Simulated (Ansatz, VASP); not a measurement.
Two plane-wave programs on BiTe

The input POSCAR:

```
BiTe
1.0
    0.0040437500      3.2350000000      3.2350000000
    3.2350000000      0.0040437500      3.2350000000
    3.2390437500      3.2390437500      0.0000000000
Bi Te
1 1
Direct
    0.0000000000      0.0000000000      0.0000000000
    0.5000000000      0.5000000000      0.5000000000
```

Contents of INCAR.step1:

```
SYSTEM = BiTe
PREC     = Accurate       ! precision mode
ENCUT    = 520            ! plane-wave cutoff, eV
ISMEAR   = 0              ! smearing method
SIGMA    = 0.15           ! smearing width, eV
LREAL    = .False.        ! projectors in reciprocal space
LASPH    = .True.         ! aspherical terms in the spheres
NELM     = 60             ! most SCF steps
NBANDS   = 18             ! bands
GGA      = PE             ! functional
ALGO     = Normal         ! electronic algorithm
EDIFF    = 1E-4           ! SCF threshold, eV
LWAVE    = .True.         ! write WAVECAR
LCHARG   = .False.        ! write CHGCAR
```

File INCAR.step2:

```
SYSTEM = BiTe
PREC     = Accurate       ! precision mode
ENCUT    = 520            ! plane-wave cutoff, eV
EDIFF    = 1E-6           ! SCF threshold, eV
ISMEAR   = 0              ! smearing method
SIGMA    = 0.15           ! smearing width, eV
LREAL    = .False.        ! projectors in reciprocal space
LASPH    = .True.         ! aspherical terms in the spheres
NELM     = 60             ! most SCF steps
ALGO     = Normal         ! electronic algorithm
ISIF     = 2              ! what is computed and relaxed
LWAVE    = .False.        ! write WAVECAR
LCHARG   = .False.        ! write CHGCAR
METAGGA  = R2SCAN         ! meta-GGA
LMIXTAU  = .True.       
NBANDS   = 18             ! bands
ISTART   = 1
```

File KPOINTS:

```
Automatic mesh
0
Gamma
  14 14 14
  0 0 0
```

Input for Ansatz:

```yaml
crystal:
  lattice:
    - [0.00404375, 3.235, 3.235]
    - [3.235, 0.00404375, 3.235]
    - [3.23904375, 3.23904375, 0.0]
  atoms:
    - { symbol: Bi, position: [0.0, 0.0, 0.0] }
    - { symbol: Te, position: [0.5, 0.5, 0.5] }
basis:
  ecutwfc: 500
kpoints:
  mp_grid: { grid: [14, 14, 14] }
hamiltonian:
  xc: r2scan
scf:
  occupations: { method: gaussian, width: 0.15 }
output:
  forces: true
  stress: true
  eigenvalues: true
```

Change from the starting cell: strain +0.0025 x Voigt [0, 0, 0, 0, 0, 1], atoms carried along.

Alike in both runs: task single point; functional r2SCAN; k mesh 14 × 14 × 14; occupations gaussian, width 0.15 eV; no spin polarisation.

|  | VASP | Ansatz |
| --- | --- | --- |
| version | VASP 6.6.1 | Ansatz 0.2.0 |
| potentials or method | VASP PAW PBE potentials, release 64 (Bi_d, Te), cutoff 520 eV | scalar-relativistic, plane waves, PAW |
| valence electrons in the cell | 21 | 31 |

```tsv
	VASP	Ansatz	Ansatz less VASP
gap on the k mesh at the Fermi level (eV)	none	none	-
pressure (GPa)	0.0	0.0	+0.03
```

VASP's potentials were made for PBE, not for r2SCAN. A gap of «none» marks a metal or a gap that the smearing closes. VASP's potentials hold 21 valence electrons a cell and Ansatz's 31, so a difference there can come from the potentials and not from the codes.

Spin-orbit coupling is off throughout.
